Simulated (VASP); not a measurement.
# W: single point with PBEsol

The system is W.

```
W
1.0
     2.83340    0.00000    0.00000
    -1.41670    2.45380    0.00000
     0.00000    0.00000    9.95756
W
4
Direct
  0.00000 0.00000 0.00000
  0.00000 0.00000 0.50000
  0.33333 0.66667 0.25000
  0.66667 0.33333 0.75000
```

This cell differs from its parent crystal: volume scaled by 1.08.

| Property | Result |
| --- | --- |
| Program | VASP 6.6.1 |
| Task | single point |
| Functional | PBEsol |
| Potentials or basis | VASP PAW PBE potentials, release 64 (W_sv) |
| Cutoff | 520 eV |
| k mesh | 15 × 15 × 4 |
| Occupations | fermi-dirac, width 0.1 eV |
| Spin | no spin polarisation |
| Dipole correction | no |
| Further INCAR settings | ALGO = Normal; EDIFF = 1e-06; NBANDS = 36 |

```json
{
  "Pressure": "-19.5 GPa",
  "Band gap on the k mesh": "zero (band 28 reaches 10.90 eV, above the bottom of band 29 at 9.14 eV)"
}
```

Stress tensor (GPa, compression positive):
```
-20.42   0.00   0.00
  0.00 -20.42   0.00
  0.00   0.00 -17.63
```

Levels at points of the mesh, in eV from the Fermi level:
| k point | band 25 | band 26 | band 27 | band 28 | band 29 | band 30 | band 31 | band 32 |
| --- | --- | --- | --- | --- | --- | --- | --- | --- |
| (0.00, 0.00, 0.00) | -0.52 | -0.39 | -0.39 | -0.25 | -0.12 | -0.12 | 0.04 | 0.04 |
| (0.00, 0.00, 0.50) | -0.41 | -0.41 | -0.41 | -0.41 | -0.11 | -0.11 | -0.11 | -0.11 |

Run time: 110 s on 1 thread of AMD EPYC 9R45 96-Core Processor (Zen 5), with other jobs on the host, peak memory 0.26 GiB.

Caveat: the PAW data sets were made with another functional, which shifts forces and pressure a little; spin-orbit coupling is left out, which moves the levels of the heavy elements.
